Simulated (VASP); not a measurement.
# RbBr (Fm-3m) in VASP: a series of runs

Runs on RbBr. Level: PBE. Tasks: single point.

All numbers are computed with VASP 6.6.1; they aren't measurements. Logs are shortened: lines on timing, memory, paths and dates and some standing lists are left out, and cuts for length are marked.

### 1 The cell of the first run

The structure is cubic, space group Fm-3m (No. 225). Conventional cell: a = 7.017 Å, b = 7.017 Å, c = 7.017 Å, α = 90.00°, β = 90.00°, γ = 90.00°. Within 4.6 Å of Rb (site symmetry m-3m) lie 6 Br at 3.51 Å. Br (site symmetry m-3m) has 6 Rb at 3.51 Å within 4.6 Å.

The cell was generated, and may not be a known phase.

### 2 Single point, PBE

Contents of INCAR:

```
SYSTEM = RbBr
ALGO = Normal
EDIFF = 1E-6
ENCUT = 500
GGA = PE
GGA_COMPAT = .False.
ISIF = 2
ISMEAR = 0
LASPH = .True.
LCHARG = .False.
LREAL = .False.
LWAVE = .False.
NBANDS = 15
NELM = 120
PREC = Accurate
SIGMA = 0.02
```

Contents of KPOINTS:

```
k-points
0
Gamma
  6 6 6
  0 0 0
```

Contents of POSCAR:

```
RbBr
1.0
    0.0000000000      3.5087293501      3.5087293501
    3.5087293501      0.0000000000      3.5087293501
    3.5087293501      3.5087293501      0.0000000000
Rb Br
1 1
Direct
    0.0000000000      0.0000000000      0.0000000000
    0.5000000000      0.5000000000      0.5000000000
```

Potentials or basis: VASP PAW PBE potentials, release 64 (Rb_sv, Br).

Started as:

```
cat potpaw_PBE.64/Rb_sv/POTCAR potpaw_PBE.64/Br/POTCAR > POTCAR
mpirun -np 1 vasp_std > vasp.out
```

OUTCAR:

```text
SYSTEM = RbBr
   EDIFF = 1E-6
   ENCUT = 500
   GGA = PE
   ISIF = 2
   ISMEAR = 0
   LASPH = .True.
   LREAL = .False.
   NELM = 120
   PREC = Accurate

 ion  position               nearest neighbor table
   1  0.000  0.000  0.000-   2 3.51   2 3.51   2 3.51   2 3.51   2 3.51   2 3.51
   2  0.500  0.500  0.500-   1 3.51   1 3.51   1 3.51   1 3.51   1 3.51   1 3.51

  LATTYP: Found a face centered cubic cell.
 ALAT       =     7.0174587002

  Lattice vectors:

 A1 = (   0.0000000000,   3.5087293501,   3.5087293501)
 A2 = (   3.5087293501,   0.0000000000,   3.5087293501)
 A3 = (   3.5087293501,   3.5087293501,   0.0000000000)

Analysis of symmetry for initial positions (statically):
=====================================================================
 Subroutine PRICEL returns:
 Original cell was already a primitive cell.

 Routine SETGRP: Setting up the symmetry group for a
 face centered cubic supercell.

 Subroutine GETGRP returns: Found 48 space group operations
 (whereof 48 operations were pure point group operations)
 out of a pool of 48 trial point group operations.

The static configuration has the point symmetry O_h .

Analysis of symmetry for dynamics (positions and initial velocities):
=====================================================================
 Subroutine PRICEL returns:
 Original cell was already a primitive cell.

 Routine SETGRP: Setting up the symmetry group for a
 face centered cubic supercell.

 Subroutine GETGRP returns: Found 48 space group operations
 (whereof 48 operations were pure point group operations)
 out of a pool of 48 trial point group operations.

The dynamic configuration has the point symmetry O_h .

 Subroutine INISYM returns: Found 48 space group operations
 (whereof 48 operations are pure point group operations),
 and found     1 'primitive' translations

----------------------------------------------------------------------------------------

                                     Primitive cell

  volume of cell :      86.3932

  direct lattice vectors                    reciprocal lattice vectors
     0.000000000  3.508729350  3.508729350    -0.142501729  0.142501729  0.142501729
     3.508729350  0.000000000  3.508729350     0.142501729 -0.142501729  0.142501729
     3.508729350  3.508729350  0.000000000     0.142501729  0.142501729 -0.142501729

  length of vectors
     4.962092634  4.962092634  4.962092634     0.246820235  0.246820235  0.246820235

  position of ions in fractional coordinates (direct lattice)
     0.000000000  0.000000000  0.000000000
     0.500000000  0.500000000  0.500000000

  ion indices of the primitive-cell ions
   primitive index   ion index
                 1           1
                 2           2

----------------------------------------------------------------------------------------

 KPOINTS: k-points

Automatic generation of k-mesh.
 Grid dimensions read from file:
 generate k-points for:    6    6    6

 Generating k-lattice:

  Cartesian coordinates                     Fractional coordinates (reciprocal lattice)
    -0.023750288  0.023750288  0.023750288     0.166666667  0.000000000  0.000000000
     0.023750288 -0.023750288  0.023750288     0.000000000  0.166666667  0.000000000
     0.023750288  0.023750288 -0.023750288     0.000000000  0.000000000  0.166666667

  Length of vectors
     0.041136706  0.041136706  0.041136706

  Shift w.r.t. Gamma in fractional coordinates (k-lattice)
     0.000000000  0.000000000  0.000000000

 Subroutine IBZKPT returns following result:
 ===========================================

 Found     16 irreducible k-points:

 Following reciprocal coordinates:
            Coordinates               Weight
  0.000000  0.000000  0.000000      1.000000
  0.166667  0.000000  0.000000      8.000000
  0.333333  0.000000  0.000000      8.000000
  0.500000  0.000000  0.000000      4.000000
  0.166667  0.166667  0.000000      6.000000
  0.333333  0.166667  0.000000     24.000000
[... 8 lines left out ...]
 -0.333333  0.333333  0.166667     24.000000
 -0.333333  0.500000  0.166667     12.000000
   k-points           NKPTS =     16   k-points in BZ     NKDIM =     16   number of bands    NBANDS=     15
   number of dos      NEDOS =    301   number of ions     NIONS =      2
   total plane-waves  NPLWV =  46656
   dimension x,y,z NGX =    36 NGY =   36 NGZ =   36
   dimension x,y,z NGXF=    72 NGYF=   72 NGZF=   72
   ions per type =               1   1
   NGX,Y,Z   is equivalent  to a cutoff of  12.06, 12.06, 12.06 a.u.
   NGXF,Y,Z  is equivalent  to a cutoff of  24.12, 24.12, 24.12 a.u.
 SYSTEM =  RbBr
   PREC   = accura    normal or accurate (medium, high low for compatibility)
   ISTART =      0    job   : 0-new  1-cont  2-samecut
   ICHARG =      2    charge: 1-file 2-atom 10-const
   ISPIN  =      1    spin polarized calculation?
   LNONCOLLINEAR =      F non collinear calculations
   LSORBIT =      F    spin-orbit coupling
   LASPH  =      T    aspherical Exc in radial PAW
   ENCUT  =  500.0 eV  36.75 Ry    6.06 a.u.   9.05  9.05  9.05*2*pi/ulx,y,z
   NELM   =    120;   NELMIN=  2; NELMDL= -5     # of ELM steps
   EDIFF  = 0.1E-05   stopping-criterion for ELM
   LREAL  =      F    real-space projection
   EDIFFG = 0.1E-04   stopping-criterion for IOM
   NSW    =      0    number of steps for IOM
   IBRION =     -1    ionic relax: 0-MD 1-quasi-New 2-CG
   NFREE  =      0    steps in history (QN), initial steepest desc. (CG)
   ISIF   =      2    stress and relaxation
   ISYM   =      2    0-nonsym 1-usesym 2-fastsym
   POTIM  = 0.5000    time-step for ionic-motion
   TEBEG  =    0.0;   TEEND  =   0.0 temperature during run
   PSTRESS=    0.0 pullay stress
   NELECT =      16.0000    total number of electrons
   NUPDOWN=      -1.0000    fix difference up-down
   EMIN   =  10.00;   EMAX   =-10.00  energy-range for DOS
   EFERMI =   0.00;   METHOD = LEGACY
   ISMEAR =     0;   SIGMA  =   0.02  broadening in eV -4-tet -1-fermi 0-gaus
   EFERMI_NEDOS =   21; number of points for ismear=-14 and -15
   IALGO  =     38    algorithm
   IMIX   =      4    mixing-type and parameters
     AMIX     =   0.40;   BMIX     =  1.00
     AMIX_MAG =   1.60;   BMIX_MAG =  1.00
  volume/ion in A,a.u.               =      43.20       291.51
  Fermi-wavevector in a.u.,A,eV,Ry     =   0.933158  1.763412 11.847721  0.870783
  Thomas-Fermi vector in A             =   2.059830
   LORBIT       =      0    0 simple, 1 ext, 2 COOP (PROOUT), +10 PAW based schemes
   GGA     = PE    functional components
   LHFCALC =     F    Hartree Fock is set to
   AEXX    =    0.0000 exact exchange contribution
   IVDW    =     0    specifies the selected vdW correction
   LEPSILON=     F    determine dielectric tensor
   LRPA    =     F    only Hartree local field effects (RPA)
 non-spin polarized calculation
 Gauss-broadening in eV      SIGMA  =   0.02
  energy-cutoff  :      500.00
  volume of cell :       86.39
 maximum number of plane-waves:      2210
   NGX = 19   NGY = 19   NGZ = 19

 number of electron      16.0000000 magnetization

 Free energy of the ion-electron system (eV)
  ---------------------------------------------------
  ext. energy  EPLUGINS =         0.00000000
  ---------------------------------------------------
  free energy    TOTEN  =        -6.11555495 eV

  energy without entropy =       -6.11555495  energy(sigma->0) =       -6.11555495

 E-fermi :  -1.8407     XC(G=0):  -6.9580

 val. band max:       -2.0054738779   @ k =   0.0000   0.0000   0.0000
 cond. band min:       2.1834042972   @ k =   0.0000   0.0000   0.0000
 fundamental gap:      4.1888781751
 Fermi energy:        -1.8406592109

 k-point     1 :       0.0000    0.0000    0.0000
  band No.  band energies     occupation
      1     -26.5742      2.00000
      2     -14.1205      2.00000
      3     -10.6451      2.00000
      4     -10.6451      2.00000
      5     -10.6451      2.00000
      6      -2.0055      2.00000
      7      -2.0055      2.00000
      8      -2.0055      2.00000
      9       2.1834      0.00000
     10       5.2460      0.00000
     11       5.2460      0.00000
     12       5.2460      0.00000
     13       6.0866      0.00000
     14       6.0866      0.00000
     15       8.8140      0.00000

 k-point     2 :       0.1667    0.0000    0.0000
  band No.  band energies     occupation
      1     -26.5726      2.00000
      2     -14.1276      2.00000
      3     -10.6469      2.00000
      4     -10.6469      2.00000
      5     -10.6375      2.00000
      6      -2.2725      2.00000
      7      -2.0841      2.00000
      8      -2.0841      2.00000
      9       2.7770      0.00000
     10       5.1035      0.00000
     11       5.5519      0.00000
     12       5.5519      0.00000
     13       6.4485      0.00000
     14       6.4485      0.00000
     15       9.7451      0.00000

 k-point     3 :       0.3333    0.0000    0.0000
  band No.  band energies     occupation
      1     -26.5694      2.00000
      2     -14.1417      2.00000
      3     -10.6503      2.00000
      4     -10.6503      2.00000
      5     -10.6223      2.00000
      6      -2.6996      2.00000
      7      -2.2323      2.00000
      8      -2.2323      2.00000
      9       3.9938      0.00000
     10       5.1675      0.00000
     11       6.4004      0.00000
     12       6.4004      0.00000
     13       7.3562      0.00000
     14       7.3562      0.00000
     15       9.1589      0.00000

 k-point     4 :       0.5000    0.0000    0.0000
  band No.  band energies     occupation
      1     -26.5678      2.00000
      2     -14.1487      2.00000
      3     -10.6520      2.00000
      4     -10.6520      2.00000
      5     -10.6148      2.00000
      6      -2.8799      2.00000
      7      -2.3025      2.00000
      8      -2.3025      2.00000
      9       4.6242      0.00000
     10       5.4585      0.00000
     11       7.2646      0.00000
     12       7.2646      0.00000
     13       7.9272      0.00000
     14       7.9272      0.00000
     15       8.4064      0.00000
[... 163 lines left out ...]
 k-point    14 :       0.5000    0.3333    0.1667
  band No.  band energies     occupation
      1     -26.5674      2.00000
      2     -14.1153      2.00000
      3     -10.7045      2.00000
      4     -10.6879      2.00000
      5     -10.6427      2.00000
      6      -2.6144      2.00000
      7      -2.2772      2.00000
      8      -2.2181      2.00000
      9       4.5254      0.00000
     10       4.6057      0.00000
     11       6.6170      0.00000
     12       7.2621      0.00000
     13       7.2817      0.00000
     14       7.6271      0.00000
     15       8.5635      0.00000

 k-point    15 :      -0.3333    0.3333    0.1667
  band No.  band energies     occupation
      1     -26.5664      2.00000
      2     -14.1095      2.00000
      3     -10.7189      2.00000
      4     -10.7132      2.00000
      5     -10.6344      2.00000
      6      -2.5778      2.00000
      7      -2.3272      2.00000
      8      -2.2953      2.00000
      9       4.9122      0.00000
     10       5.1257      0.00000
     11       6.2381      0.00000
     12       6.5256      0.00000
     13       7.9446      0.00000
     14       8.5807      0.00000
     15       8.5921      0.00000

 k-point    16 :      -0.3333    0.5000    0.1667
  band No.  band energies     occupation
      1     -26.5660      2.00000
      2     -14.0910      2.00000
      3     -10.7613      2.00000
      4     -10.7201      2.00000
      5     -10.6504      2.00000
      6      -2.4017      2.00000
      7      -2.3665      2.00000
      8      -2.2549      2.00000
      9       4.3001      0.00000
     10       5.5614      0.00000
     11       5.8020      0.00000
     12       6.6534      0.00000
     13       7.7433      0.00000
     14       8.5714      0.00000
     15       8.9604      0.00000

------------------------ aborting loop because EDIFF is reached ----------------------------------------

  FORCE on cell =-STRESS in cart. coord.  units (eV):
  Direction    XX          YY          ZZ          XY          YZ          ZX
  --------------------------------------------------------------------------------------
  -------------------------------------------------------------------------------------
  Total        0.0077441      0.0077441      0.0077441      0.0000000     -0.0000000      0.0000000
  in kB        0.1436165      0.1436165      0.1436165      0.0000000     -0.0000000      0.0000000
  external PRESSURE =       0.1436165 kB  Pullay stress =       0.0000000 kB

 VOLUME and BASIS-vectors are now :
 -----------------------------------------------------------------------------
  energy-cutoff  :      500.00
  volume of cell :       86.39
      direct lattice vectors                 reciprocal lattice vectors
     0.000000000  3.508729350  3.508729350    -0.142501729  0.142501729  0.142501729
     3.508729350  0.000000000  3.508729350     0.142501729 -0.142501729  0.142501729
     3.508729350  3.508729350  0.000000000     0.142501729  0.142501729 -0.142501729

 POSITION                                       TOTAL-FORCE (eV/Angst)
 -----------------------------------------------------------------------------------
      0.00000      0.00000      0.00000         0.000000     -0.000000     -0.000000
      3.50873      3.50873      3.50873        -0.000000      0.000000      0.000000
 -----------------------------------------------------------------------------------
    total drift:                                0.000000      0.000000      0.000000

  FREE ENERGIE OF THE ION-ELECTRON SYSTEM (eV)
  ---------------------------------------------------
  free  energy   TOTEN  =        -6.1155549544 eV

  energy  without entropy=       -6.1155549544  energy(sigma->0) =       -6.11555495
```

It took 32 s on 1 thread of Intel Xeon 8259CL, shared host; peak memory 0.21 GiB.

What came out:

```yaml
Free_energy: -6.1156 eV
Pressure: 0.0 GPa
Band_gap_on_the_k_mesh: 4.19 eV
```

### 3 Single point, PBE

Contents of INCAR:

```
  PREC = Accurate
  ENCUT = 500
  EDIFF = 1E-6
  ISMEAR = 0
  SIGMA = 0.01
  LREAL = False
  LASPH = True
  NELM = 120
  ALGO = Normal
  ISIF = 2
  LWAVE = False
  LCHARG = False
  GGA = PE
  NBANDS = 15
  GGA_COMPAT = False
```

Contents of KPOINTS:

```
Automatic mesh
0
Gamma
  6 6 6
```

POSCAR is that of step 2.

Potentials or basis: VASP PAW PBE potentials, release 64 (Rb_sv, Br).

Started as:

```
cat potpaw_PBE.64/Rb_sv/POTCAR potpaw_PBE.64/Br/POTCAR > POTCAR
mpirun -np 1 vasp_std > vasp.out
```

OUTCAR:

```text
PREC = Accurate
   ENCUT = 500
   EDIFF = 1E-6
   ISMEAR = 0
   LREAL = False
   LASPH = True
   NELM = 120
   ISIF = 2
   GGA = PE

 ion  position               nearest neighbor table
   1  0.000  0.000  0.000-   2 3.51   2 3.51   2 3.51   2 3.51   2 3.51   2 3.51
   2  0.500  0.500  0.500-   1 3.51   1 3.51   1 3.51   1 3.51   1 3.51   1 3.51

  LATTYP: Found a face centered cubic cell.
 ALAT       =     7.0174587002

  Lattice vectors:

 A1 = (   0.0000000000,   3.5087293501,   3.5087293501)
[... 463 lines left out ...]
------------------------ aborting loop because EDIFF is reached ----------------------------------------

  FORCE on cell =-STRESS in cart. coord.  units (eV):
  Direction    XX          YY          ZZ          XY          YZ          ZX
  --------------------------------------------------------------------------------------
  -------------------------------------------------------------------------------------
  Total        0.0077441      0.0077441      0.0077441     -0.0000000      0.0000000     -0.0000000
  in kB        0.1436166      0.1436166      0.1436166     -0.0000000      0.0000000     -0.0000000
  external PRESSURE =       0.1436166 kB  Pullay stress =       0.0000000 kB

 VOLUME and BASIS-vectors are now :
 -----------------------------------------------------------------------------
  energy-cutoff  :      500.00
  volume of cell :       86.39
      direct lattice vectors                 reciprocal lattice vectors
     0.000000000  3.508729350  3.508729350    -0.142501729  0.142501729  0.142501729
     3.508729350  0.000000000  3.508729350     0.142501729 -0.142501729  0.142501729
     3.508729350  3.508729350  0.000000000     0.142501729  0.142501729 -0.142501729

 POSITION                                       TOTAL-FORCE (eV/Angst)
 -----------------------------------------------------------------------------------
      0.00000      0.00000      0.00000         0.000000      0.000000      0.000000
      3.50873      3.50873      3.50873        -0.000000     -0.000000     -0.000000
 -----------------------------------------------------------------------------------
    total drift:                                0.000000      0.000000      0.000000

  FREE ENERGIE OF THE ION-ELECTRON SYSTEM (eV)
  ---------------------------------------------------
  free  energy   TOTEN  =        -6.1155549544 eV

  energy  without entropy=       -6.1155549544  energy(sigma->0) =       -6.11555495
```

OSZICAR:

```text
N       E                     dE             d eps       ncg     rms          rms(c)
DAV:   1     0.889009219505E+02    0.88901E+02   -0.65477E+03   480   0.890E+02
DAV:   2     0.772331549553E+00   -0.88129E+02   -0.80110E+02   659   0.161E+02
DAV:   3    -0.616293711570E+01   -0.69353E+01   -0.68889E+01   606   0.470E+01
DAV:   4    -0.635292767662E+01   -0.18999E+00   -0.18994E+00   720   0.730E+00
DAV:   5    -0.635400608378E+01   -0.10784E-02   -0.10784E-02   634   0.585E-01    0.260E+00
DAV:   6    -0.612134029201E+01    0.23267E+00   -0.28001E-01   571   0.236E+00    0.169E+00
DAV:   7    -0.610192229506E+01    0.19418E-01   -0.12895E-01   627   0.170E+00    0.896E-01
DAV:   8    -0.611464563789E+01   -0.12723E-01   -0.15425E-02   510   0.710E-01    0.115E-01
DAV:   9    -0.611508200747E+01   -0.43637E-03   -0.77753E-04   649   0.140E-01    0.729E-02
DAV:  10    -0.611554774702E+01   -0.46574E-03   -0.61349E-04   494   0.134E-01    0.293E-02
DAV:  11    -0.611554765291E+01    0.94108E-07   -0.38036E-05   606   0.313E-02    0.809E-03
DAV:  12    -0.611555460210E+01   -0.69492E-05   -0.10394E-05   508   0.188E-02    0.151E-03
DAV:  13    -0.611555495437E+01   -0.35227E-06   -0.48969E-07   499   0.386E-03
   1 F= -.61155550E+01 E0= -.61155550E+01  d E =-.123665E-13
```

Wall time 33 s (1 thread of Intel Xeon 8259CL, shared host); peak memory 0.21 GiB.

What came out:

| Quantity | Value |
| --- | --- |
| Free energy | -6.1156 eV |
| Pressure | 0.0 GPa |
| Band gap on the k mesh | 4.19 eV |
